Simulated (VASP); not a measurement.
A run of VASP 6.6.1:

The input INCAR:

```
PREC = Accurate
ENCUT = 520
EDIFF = 1E-7
ISMEAR = 0
SIGMA = 0.05
LREAL = Auto
LASPH = True
NELM = 150
ALGO = Normal
ISIF = 2
LWAVE = False
LCHARG = True
ISPIN = 2
MAGMOM = 0 0 0 0 0 0 0 0 0 0 0 0 7.65 7.65 7.65
LORBIT = 11
LMAXMIX = 6
GGA = PS
LELF = True
LVHAR = True
NBANDS = 119
```

KPOINTS

```
Automatic mesh
0
Gamma
  1 1 1
```

File POSCAR:

```
GdGa3Cu
1.0
    6.4639733895      0.0000000000      0.0000000000
    0.0000000000      6.4639733895      0.0000000000
    0.0000000000      0.0000000000      6.4639733895
Cu Ga Gd
3 9 3
Direct
    0.2866101628      0.8161275615      0.5343129654
    0.6721118718      0.2807872409      0.2291441962
    0.8932822845      0.2375333162      0.5399360784
    0.2953543181      0.7766576117      0.9704889528
    0.9064805228      0.2726312569      0.9326951501
    0.6395890013      0.5897950867      0.9932482429
    0.3628005079      0.0941909883      0.2572283347
    0.5426574078      0.5905861352      0.3957790949
    0.6257072562      0.9970106136     -0.0446292902
    0.0078581000      0.9351543643      0.7509689747
    0.8429350570      0.5937176342      0.6512987667
    0.6230600990      0.9825233553      0.5443931664
    0.0748475238      0.4953635083      0.2561506387
    0.3382738598      0.3013591675      0.7231781555
   -0.0375404935      0.9217378881      0.2558614371
```

Potentials or basis: VASP PAW PBE potentials, release 64 (Cu, Ga_d, Gd).

Run with:

```sh
$ cat potpaw_PBE.64/Cu/POTCAR potpaw_PBE.64/Ga_d/POTCAR potpaw_PBE.64/Gd/POTCAR > POTCAR
$ mpirun -np 1 vasp_gam > vasp.out
```

Hardware: 1 thread of Intel(R) Xeon(R) 6975P-C (Granite Rapids), on a shared host.

Question: Estimate the wall time of this run.

Answer: Run time: 16 min on 1 thread of Intel(R) Xeon(R) 6975P-C (Granite Rapids) (shared host), peak memory 0.45 GiB. Counts: scf iterations 122, k points 1.
